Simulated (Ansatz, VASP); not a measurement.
## One calculation of MoS2, two programs

Contents of POSCAR:

```
MoS2
1.0
    3.1730198511      0.0000000029      0.0000000000
   -1.5865099280      2.7479157963      0.0000000000
    0.0000000000      0.0000000000     12.4358854573
Mo S
2 4
Direct
    0.6666666667      0.3333333333      0.2500000000
    0.3333333333      0.6666666667      0.7500000000
    0.6666666667      0.3333333333      0.6249003799
    0.3333333333      0.6666666667      0.3750996201
    0.6666666667      0.3333333333      0.8750996201
    0.3333333333      0.6666666667      0.1249003799
```

The input INCAR.step1:

```
PREC = Accurate
ENCUT = 520
ISMEAR = 0
SIGMA = 0.01
LREAL = F
LASPH = T
NELM = 100
NBANDS = 35
GGA = PE
ALGO = Normal
EDIFF = 1E-4
LWAVE = T
LCHARG = F
```

Contents of INCAR.step2:

```
PREC = Accurate
ENCUT = 520
EDIFF = 1E-6
ISMEAR = 0
SIGMA = 0.01
LREAL = F
LASPH = T
NELM = 100
ALGO = Normal
ISIF = 2
LWAVE = F
LCHARG = T
METAGGA = R2SCAN
LMIXTAU = T
LELF = T
LVHAR = T
NBANDS = 35
ISTART = 1
```

File KPOINTS:

```
Automatic mesh
0
Gamma
  12 12 2
```

Input for Ansatz:

```yaml
crystal:
  lattice:
    - [3.1730198511, 2.9e-09, 0.0]
    - [-1.586509928, 2.7479157963, 0.0]
    - [0.0, 0.0, 12.4358854573]
  atoms:
    - { symbol: Mo, position: [0.6666666667, 0.3333333333, 0.25] }
    - { symbol: Mo, position: [0.3333333333, 0.6666666667, 0.75] }
    - { symbol: S, position: [0.6666666667, 0.3333333333, 0.6249003799] }
    - { symbol: S, position: [0.3333333333, 0.6666666667, 0.3750996201] }
    - { symbol: S, position: [0.6666666667, 0.3333333333, 0.8750996201] }
    - { symbol: S, position: [0.3333333333, 0.6666666667, 0.1249003799] }
kpoints:
  mp_grid: { grid: [12, 12, 2] }
  band_path:
    path:
      - [0.0, 0.0, 0.0]
      - [0.5, 0.0, 0.0]
      - [0.3333333333, 0.3333333333, 0.0]
      - [0.0, 0.0, 0.5]
      - [0.5, 0.0, 0.5]
      - [0.3333333333, 0.3333333333, 0.5]
      - [0.177083, 0.177083, 0.0]
    npoints: 1
hamiltonian:
  xc: r2scan
scf:
  occupations: { method: fixed }
  n_extra_bands: 5
output:
  forces: true
  stress: true
  eigenvalues: true
```

Alike in both runs: task single point; functional r2SCAN; k mesh 12 × 12 × 2; no spin polarisation.

|  | VASP | Ansatz |
| --- | --- | --- |
| version | VASP 6.6.1 | Ansatz 0.2.0 |
| potentials or method | VASP PAW PBE potentials, release 64 (Mo_sv, S) | plane waves, PAW |
| plane-wave cutoff (eV) | 520 | 500 |
| occupations | gaussian, width 0.01 eV | fixed |
| valence electrons in the cell | 52 | 52 |

|  | VASP | Ansatz | Ansatz less VASP |
| --- | --- | --- | --- |
| gap on the k mesh at the Fermi level (eV) | 1.05 | 1.04 | -0.011 |
| pressure (GPa) | 1.2 | 1.2 | -0.05 |
| traceless stress, the component that is largest in VASP (GPa) | -0.16 | -0.10 | +0.058 |
| rms of the force components (eV/Å) | 0.024 | 0.026 | +0.0020 |

VASP's potentials were made for PBE, not for r2SCAN. Atom by atom the forces differ by 0.002 eV/Å (rms over components).
